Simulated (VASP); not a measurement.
**CdF2: single point with PBE**

The system is CdF2.

```
Cd F
1.0
     0.00000    2.69418    2.69418
     2.69418    0.00000    2.69418
     2.69418    2.69418    0.00000
Cd F
1 2
Direct
  0.00000 0.00000 0.00000
  0.25000 0.25000 0.25000
  0.75000 0.75000 0.75000
```

```yaml
Program: VASP 6.6.1
Task: single point
Functional: PBE
Potentials_or_basis: VASP PAW PBE potentials, release 64 (Cd, F)
Cutoff: 520 eV
k_mesh: 8 × 8 × 8
Occupations: fermi-dirac, width 0.02 eV
Spin: no spin polarisation
```

```yaml
Pressure: 6.2 GPa
Band_gap_on_the_k_mesh: 3.07 eV (least direct gap 3.57 eV)
```

Levels at points of the mesh, in eV from the valence-band top:
```tsv
k point	band 9	band 10	band 11	band 12	band 13	band 14	band 15	band 16	band 17	band 18
(0.00, 0.00, 0.00)	-0.97	-0.97	-0.50	-0.50	-0.50	3.07	12.70	12.70	12.70	17.64
(0.50, 0.00, 0.00)	-2.27	-1.84	-1.84	-0.40	-0.40	7.17	9.16	14.50	14.50	18.19
(0.50, 0.50, 0.00)	-2.96	-2.96	-0.50	-0.09	-0.09	8.00	9.65	11.92	14.28	14.28
```

It took 19 s on 1 thread of AMD EPYC 7R13 Processor (Zen 3), on a shared host, peak memory 0.13 GiB.

Caveat: the cell stands under pressure. A k mesh can miss the band edges.
